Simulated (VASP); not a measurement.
Runs of VASP 6.6.1 on Ta4Cu. The structure is that of space group Pm-3m (No. 221), or close to it. The cells are those of the table. The cell was generated, and may not be a known phase.

```csv
task,cell,k mesh,cutoff (eV),gap on the mesh (eV),pressure (GPa)
relaxation of cell and atoms,"relaxed from a = 4.336 Å, 5 atoms",4 × 4 × 4,600,none,-0.1
relaxation of cell and atoms,"relaxed from a = 4.620 Å, 5 atoms",8 × 8 × 8,600,none,0.0
single point,"a = 4.336 Å, 5 atoms",4 × 4 × 4,520,none,(a)
single point,"a = 4.620 Å, 5 atoms",4 × 4 × 4,520,none,0.1
single point,"a = 4.620 Å, 5 atoms",8 × 8 × 8,520,none,0.0
```

Alike in all rows: level PBE; potentials or basis VASP PAW PBE potentials, release 64 (Ta_pv, Cu); no spin polarisation; smearing gaussian 0.1 eV.

Question: Estimate the missing entries.

Answer: (a) 46.0.

Caveats: some runs use coarse meshes; spin-orbit coupling is left out, which moves the levels of the heavy elements; the relaxation stopped at its first step, so nothing moved (at least some runs).

A k mesh can miss the band edges, and the runs leave out spin-orbit coupling on Ta.

A gap of «none» marks levels without a gap at the run's occupations.
